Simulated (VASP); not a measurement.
# Tl (C2/m) in VASP: single point with PBE

Aim: the single point of Tl with PBE.

Program: VASP 6.6.1. These are calculated values, not measurements. Logs are shortened: lines on timing, memory, paths and dates and some standing lists are left out, and cuts for length are marked.

## 1. The cell of the first run

The structure is monoclinic, space group C2/m (No. 12). Conventional cell: a = 5.077 Å, b = 3.622 Å, c = 3.762 Å, α = 90.00°, β = 130.38°, γ = 90.00°. Within 4.1 Å of Tl (site symmetry 2/m) lie 14 Tl at 3.12 to 3.90 Å.

## 2. Single point, PBE (strained)

File INCAR:

```
ALGO     = Fast           # electronic algorithm
EDIFF    = 1E-6           # SCF threshold, eV
ENCUT    = 520            # plane-wave cutoff, eV
GGA      = PE             # functional
ISIF     = 2              # what is computed and relaxed
ISMEAR   = 0              # smearing method
LASPH    = T              # aspherical terms in the spheres
LCHARG   = F              # write CHGCAR
LREAL    = F              # projectors in reciprocal space
LWAVE    = F              # write WAVECAR
NBANDS   = 12             # bands
NELM     = 100            # most SCF steps
PREC     = Accurate       # precision mode
SIGMA    = 0.1            # smearing width, eV
```

File KPOINTS:

```
k-points
0
Gamma
  14 14 14
```

File POSCAR:

```
Tl
1.0
   -1.9940281200      2.0608955700      1.8112441500
    1.9940281200     -2.0608955700      1.8112441500
    1.7611081200      1.8279755700     -1.8112441500
Tl
1
Direct
    0.0000000000      0.0000000000      0.0000000000
```

Potentials or basis: VASP PAW PBE potentials, release 64 (Tl_d).

On the command line:

```console
cat potpaw_PBE.64/Tl_d/POTCAR > POTCAR
mpirun -np 1 vasp_std > vasp.out
```

OUTCAR:

```text
EDIFF = 1E-6
   ENCUT = 520
   GGA = PE
   ISIF = 2
   ISMEAR = 0
   LASPH = T
   LREAL = F
   NELM = 100
   PREC = Accurate

 ion  position               nearest neighbor table
   1  0.000  0.000  0.000-

  LATTYP: Found a base centered monoclinic cell.
 ALAT       =     5.0766116632
 B/A-ratio  =     0.7135641921
 C/A-ratio  =     0.7411149846
 COS(beta)  =    -0.6478981400

  Lattice vectors:

 A1 = (  -1.7611081200,  -1.8279755700,   1.8112441500)
 A2 = (  -1.7611081200,  -1.8279755700,  -1.8112441500)
 A3 = (   3.7551362400,  -0.2329200000,   0.0000000000)

Analysis of symmetry for initial positions (statically):
=====================================================================
 Subroutine PRICEL returns:
 Original cell was already a primitive cell.

 Routine SETGRP: Setting up the symmetry group for a
 base centered monoclinic supercell.

 Subroutine GETGRP returns: Found  4 space group operations
 (whereof  4 operations were pure point group operations)
 out of a pool of  4 trial point group operations.

The static configuration has the point symmetry C_2h.

Analysis of symmetry for dynamics (positions and initial velocities):
=====================================================================
 Subroutine PRICEL returns:
 Original cell was already a primitive cell.

 Routine SETGRP: Setting up the symmetry group for a
 base centered monoclinic supercell.

 Subroutine GETGRP returns: Found  4 space group operations
 (whereof  4 operations were pure point group operations)
 out of a pool of  4 trial point group operations.

The dynamic configuration has the point symmetry C_2h.

 Subroutine INISYM returns: Found  4 space group operations
 (whereof  4 operations are pure point group operations),
 and found     1 'primitive' translations

----------------------------------------------------------------------------------------

                                     Primitive cell

  volume of cell :      26.3518

  direct lattice vectors                    reciprocal lattice vectors
    -1.994028120  2.060895570  1.811244150     0.016009360  0.258102895  0.276053342
     1.994028120 -2.060895570  1.811244150     0.267294936  0.016009360  0.276053342
     1.761108120  1.827975570 -1.811244150     0.283304295  0.274112255  0.000000000

  length of vectors
     3.391761204  3.391761204  3.118269050     0.378257652  0.384588520  0.394206611

  position of ions in fractional coordinates (direct lattice)
     0.000000000  0.000000000  0.000000000

  ion indices of the primitive-cell ions
   primitive index   ion index
                 1           1

----------------------------------------------------------------------------------------

 KPOINTS: k-points

Automatic generation of k-mesh.
 Grid dimensions read from file:
 generate k-points for:   14   14   14

 Generating k-lattice:

  Cartesian coordinates                     Fractional coordinates (reciprocal lattice)
     0.001143526  0.018435921  0.019718096     0.071428571 -0.000000000  0.000000000
     0.019092495  0.001143526  0.019718096     0.000000000  0.071428571  0.000000000
     0.020236021  0.019579447  0.000000000     0.000000000  0.000000000  0.071428571

  Length of vectors
     0.027018404  0.027470609  0.028157615

  Shift w.r.t. Gamma in fractional coordinates (k-lattice)
     0.000000000  0.000000000  0.000000000

 Subroutine IBZKPT returns following result:
 ===========================================

 Found    744 irreducible k-points:

 Following reciprocal coordinates:
            Coordinates               Weight
  0.000000  0.000000  0.000000      1.000000
  0.071429  0.000000  0.000000      4.000000
  0.142857  0.000000 -0.000000      4.000000
  0.214286  0.000000 -0.000000      4.000000
  0.285714  0.000000 -0.000000      4.000000
  0.357143  0.000000 -0.000000      4.000000
[... 16 lines left out ...]
 -0.000000  0.142857  0.000000      4.000000
  0.071429  0.142857 -0.000000      4.000000
 [... further k-points ...]
   k-points           NKPTS =    744   k-points in BZ     NKDIM =    744   number of bands    NBANDS=     12
   number of dos      NEDOS =    301   number of ions     NIONS =      1
   total plane-waves  NPLWV =  18816
   dimension x,y,z NGX =    28 NGY =   28 NGZ =   24
   dimension x,y,z NGXF=    56 NGYF=   56 NGZF=   48
   ions per type =               1
   NGX,Y,Z   is equivalent  to a cutoff of  13.72, 13.72, 12.80 a.u.
   NGXF,Y,Z  is equivalent  to a cutoff of  27.45, 27.45, 25.59 a.u.
 SYSTEM =  unknown system
   PREC   = accura    normal or accurate (medium, high low for compatibility)
   ISTART =      0    job   : 0-new  1-cont  2-samecut
   ICHARG =      2    charge: 1-file 2-atom 10-const
   ISPIN  =      1    spin polarized calculation?
   LNONCOLLINEAR =      F non collinear calculations
   LSORBIT =      F    spin-orbit coupling
   LASPH  =      T    aspherical Exc in radial PAW
   ENCUT  =  520.0 eV  38.22 Ry    6.18 a.u.   6.31  6.31  5.80*2*pi/ulx,y,z
   NELM   =    100;   NELMIN=  2; NELMDL= -5     # of ELM steps
   EDIFF  = 0.1E-05   stopping-criterion for ELM
   LREAL  =      F    real-space projection
   EDIFFG = 0.1E-04   stopping-criterion for IOM
   NSW    =      0    number of steps for IOM
   IBRION =     -1    ionic relax: 0-MD 1-quasi-New 2-CG
   NFREE  =      0    steps in history (QN), initial steepest desc. (CG)
   ISIF   =      2    stress and relaxation
   ISYM   =      2    0-nonsym 1-usesym 2-fastsym
   POTIM  = 0.5000    time-step for ionic-motion
   TEBEG  =    0.0;   TEEND  =   0.0 temperature during run
   PSTRESS=    0.0 pullay stress
   NELECT =      13.0000    total number of electrons
   NUPDOWN=      -1.0000    fix difference up-down
   EMIN   =  10.00;   EMAX   =-10.00  energy-range for DOS
   EFERMI =   0.00;   METHOD = LEGACY
   ISMEAR =     0;   SIGMA  =   0.10  broadening in eV -4-tet -1-fermi 0-gaus
   EFERMI_NEDOS =   21; number of points for ismear=-14 and -15
   IALGO  =     68    algorithm
   IMIX   =      4    mixing-type and parameters
     AMIX     =   0.40;   BMIX     =  1.00
     AMIX_MAG =   1.60;   BMIX_MAG =  1.00
  volume/ion in A,a.u.               =      26.35       177.83
  Fermi-wavevector in a.u.,A,eV,Ry     =   1.293558  2.444471 22.766535  1.673293
  Thomas-Fermi vector in A             =   2.425196
   LORBIT       =      0    0 simple, 1 ext, 2 COOP (PROOUT), +10 PAW based schemes
   GGA     = PE    functional components
   LHFCALC =     F    Hartree Fock is set to
   AEXX    =    0.0000 exact exchange contribution
   IVDW    =     0    specifies the selected vdW correction
   LEPSILON=     F    determine dielectric tensor
   LRPA    =     F    only Hartree local field effects (RPA)
 non-spin polarized calculation
 RMM-DIIS sequential band-by-band and
 Gauss-broadening in eV      SIGMA  =   0.10
  energy-cutoff  :      520.00
  volume of cell :       26.35
 maximum number of plane-waves:       728
 NGX is ok and might be reduce to    28
   NGX = 13   NGY = 13   NGZ = 11

 number of electron      12.9999999 magnetization

 Free energy of the ion-electron system (eV)
  ---------------------------------------------------
  ext. energy  EPLUGINS =         0.00000000
  ---------------------------------------------------
  free energy    TOTEN  =        -2.09108157 eV

  energy without entropy =       -2.08864071  energy(sigma->0) =       -2.08986114

 E-fermi :   7.5229     XC(G=0): -10.6011

 val. band max:        7.5098401394   @ k =   0.5000  -0.3571   0.2143
 cond. band min:       7.5252415483   @ k =   0.5000   0.0714   0.1429
 fundamental gap:      0.0154014089
 Fermi energy:         7.5229079055

 k-point     1 :       0.0000    0.0000    0.0000
  band No.  band energies     occupation
      1      -4.5641      2.00000
      2      -4.4757      2.00000
      3      -4.1225      2.00000
      4      -3.8446      2.00000
      5      -3.7756      2.00000
      6      -3.1474      2.00000
      7      16.4874      0.00000
      8      19.4734      0.00000
      9      19.5765      0.00000
     10      20.6813      0.00000
     11      20.6821      0.00000
     12      21.2317      0.00000

 k-point     2 :       0.0714    0.0000    0.0000
  band No.  band energies     occupation
      1      -4.5527      2.00000
      2      -4.4477      2.00000
      3      -4.1213      2.00000
      4      -3.8501      2.00000
      5      -3.7855      2.00000
      6      -3.0251      2.00000
      7      16.1961      0.00000
      8      18.1600      0.00000
      9      19.4910      0.00000
     10      20.2107      0.00000
     11      20.5293      0.00000
     12      21.1742      0.00000

 k-point     3 :       0.1429    0.0000   -0.0000
  band No.  band energies     occupation
      1      -4.5545      2.00000
      2      -4.3565      2.00000
      3      -4.1144      2.00000
      4      -3.8666      2.00000
      5      -3.8047      2.00000
      6      -2.6436      2.00000
      7      15.0607      0.00000
      8      16.1212      0.00000
      9      18.9811      0.00000
     10      19.3993      0.00000
     11      20.5729      0.00000
     12      20.8425      0.00000

 k-point     4 :       0.2143    0.0000   -0.0000
  band No.  band energies     occupation
      1      -4.5797      2.00000
      2      -4.3040      2.00000
      3      -4.0409      2.00000
      4      -3.8811      2.00000
      5      -3.8142      2.00000
      6      -1.9850      2.00000
      7      12.6506      0.00000
      8      15.1053      0.00000
      9      18.0311      0.00000
     10      18.6459      0.00000
     11      20.6324      0.00000
     12      21.1616      0.00000

 k-point     5 :       0.2857    0.0000   -0.0000
  band No.  band energies     occupation
      1      -4.6190      2.00000
      2      -4.3578      2.00000
      3      -3.8957      2.00000
      4      -3.8712      2.00000
      5      -3.7931      2.00000
      6      -1.0498      2.00000
      7      10.1367      0.00000
      8      14.2946      0.00000
      9      17.1099      0.00000
     10      18.1066      0.00000
     11      20.5137      0.00000
     12      21.9822      0.00000
[... 228 lines left out ...]
      1      -4.5647      2.00000
      2      -4.4580      2.00000
      3      -4.0746      2.00000
      4      -3.8581      2.00000
      5      -3.7834      2.00000
      6      -2.8005      2.00000
      7      14.2597      0.00000
      8      17.3107      0.00000
      9      18.9041      0.00000
     10      20.4696      0.00000
     11      20.9897      0.00000
     12      21.5449      0.00000

 k-point    22 :      -0.0714    0.0714   -0.0000
  band No.  band energies     occupation
      1      -4.5707      2.00000
      2      -4.4800      2.00000
      3      -4.0979      2.00000
      4      -3.8466      2.00000
      5      -3.7750      2.00000
      6      -3.0349      2.00000
      7      15.2495      0.00000
      8      19.1616      0.00000
      9      19.2264      0.00000
     10      20.5081      0.00000
     11      20.6464      0.00000
     12      21.6246      0.00000

 k-point    23 :      -0.0000    0.1429    0.0000
  band No.  band energies     occupation
      1      -4.5622      2.00000
      2      -4.3474      2.00000
      3      -4.1254      2.00000
      4      -3.8430      2.00000
      5      -3.8155      2.00000
      6      -2.6262      2.00000
      7      15.1631      0.00000
      8      16.2313      0.00000
      9      18.5288      0.00000
     10      18.8512      0.00000
     11      20.5504      0.00000
     12      21.1981      0.00000

 k-point    24 :       0.0714    0.1429   -0.0000
  band No.  band energies     occupation
      1      -4.5805      2.00000
      2      -4.2220      2.00000
      3      -4.1465      2.00000
      4      -3.8492      2.00000
      5      -3.8325      2.00000
      6      -2.1874      2.00000
      7      14.0243      0.00000
      8      15.4439      0.00000
      9      18.1531      0.00000
     10      18.1840      0.00000
     11      20.1523      0.00000
     12      21.2700      0.00000

 [... further k-points ...]

------------------------ aborting loop because EDIFF is reached ----------------------------------------

  FORCE on cell =-STRESS in cart. coord.  units (eV):
  Direction    XX          YY          ZZ          XY          YZ          ZX
  --------------------------------------------------------------------------------------
  -------------------------------------------------------------------------------------
  Total        1.2444042      1.2520106      1.4428577      0.5173535      0.0000000      0.0000000
  in kB       75.6592838     76.1217528     87.7251782     31.4548897      0.0000000      0.0000000
  external PRESSURE =      79.8354049 kB  Pullay stress =       0.0000000 kB

 VOLUME and BASIS-vectors are now :
 -----------------------------------------------------------------------------
  energy-cutoff  :      520.00
  volume of cell :       26.35
      direct lattice vectors                 reciprocal lattice vectors
    -1.994028120  2.060895570  1.811244150     0.016009360  0.258102895  0.276053342
     1.994028120 -2.060895570  1.811244150     0.267294936  0.016009360  0.276053342
     1.761108120  1.827975570 -1.811244150     0.283304295  0.274112255  0.000000000

 POSITION                                       TOTAL-FORCE (eV/Angst)
 -----------------------------------------------------------------------------------
      0.00000      0.00000      0.00000         0.000000      0.000000      0.000000
 -----------------------------------------------------------------------------------
    total drift:                                0.000000     -0.000000     -0.000000

  FREE ENERGIE OF THE ION-ELECTRON SYSTEM (eV)
  ---------------------------------------------------
  free  energy   TOTEN  =        -2.0910815667 eV

  energy  without entropy=       -2.0886407078  energy(sigma->0) =       -2.08986114
```

Wall time 4 min (1 thread of Intel Xeon 8259CL, shared host); peak memory 0.33 GiB.

What came out:

| Quantity | Value |
| --- | --- |
| Free energy | -2.0911 eV |
| Pressure | 8.0 GPa |
| Band gap on the k mesh | zero (an odd number of electrons rules out a gap without spin polarisation) |

Levels at points of the mesh, in eV from the Fermi level:
| k point | band 2 | band 3 | band 4 | band 5 | band 6 | band 7 | band 8 | band 9 | band 10 | band 11 |
| --- | --- | --- | --- | --- | --- | --- | --- | --- | --- | --- |
| (0.00, 0.00, 0.00) | -12.00 | -11.65 | -11.37 | -11.30 | -10.67 | 8.96 | 11.95 | 12.05 | 13.16 | 13.16 |
| (0.50, 0.00, 0.00) | -12.04 | -11.40 | -11.32 | -11.01 | -4.94 | -3.12 | 5.50 | 8.28 | 10.00 | 12.89 |
| (0.00, 0.50, 0.00) | -12.07 | -11.33 | -11.30 | -10.99 | -4.73 | -3.00 | 4.96 | 7.73 | 9.41 | 12.33 |
| (0.50, 0.50, 0.00) | -12.18 | -11.38 | -11.26 | -11.11 | -6.17 | -3.53 | 7.66 | 8.44 | 12.23 | 13.10 |
| (0.00, 0.00, 0.50) | -11.93 | -11.52 | -11.44 | -10.88 | -4.16 | -2.85 | 5.81 | 7.66 | 10.76 | 11.84 |
| (0.50, 0.50, 0.50) | -12.15 | -11.26 | -11.07 | -10.92 | -1.08 | 0.52 | 1.72 | 2.11 | 6.55 | 7.26 |

Caveat: the cell differs from its parent crystal (strained); the cell stands under pressure; spin-orbit coupling is left out, which moves the levels of the heavy elements.
